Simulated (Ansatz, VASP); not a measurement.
MgCd3Se4 in VASP and in Ansatz

```
Mg Cd Se
1.0
     6.15099    0.00000    0.00000
     0.00000    6.15099    0.00000
     0.00000    0.00000    6.15099
Mg Cd Se
1 3 4
Cartesian
  3.0755 3.0755 3.0755
  0.0000 0.0000 3.0755
  0.0000 3.0755 0.0000
  3.0755 0.0000 0.0000
  4.5817 4.5817 4.5817
  4.5817 1.5693 1.5693
  1.5693 4.5817 1.5693
  1.5693 1.5693 4.5817
```

Alike in both runs: task relaxation of cell and atoms; functional PBE; k mesh 6 × 6 × 6; occupations gaussian, width 0.02 eV; no spin polarisation.

|  | VASP | Ansatz |
| --- | --- | --- |
| version | VASP 6.6.1 | Ansatz 0.2.0 |
| potentials or method | VASP PAW PBE potentials, release 64 (Mg, Cd, Se), cutoff 600 eV | scalar-relativistic, plane waves, PAW |
| valence electrons in the cell | 62 | 134 |

|  | VASP | Ansatz | Ansatz less VASP |
| --- | --- | --- | --- |
| gap on the k mesh at the Fermi level, each at its own relaxed structure (eV) | 0.98 | 0.99 | +0.012 |
| relaxed volume (Å³/atom) | 29.11 | 28.97 | -0.137 |
| relaxed length of the cell vector where the two differ most in proportion (Å) | 6.152 | 6.143 | -0.0097 |

VASP's potentials hold 62 valence electrons a cell and Ansatz's 134, so a difference there can come from the potentials and not from the codes.
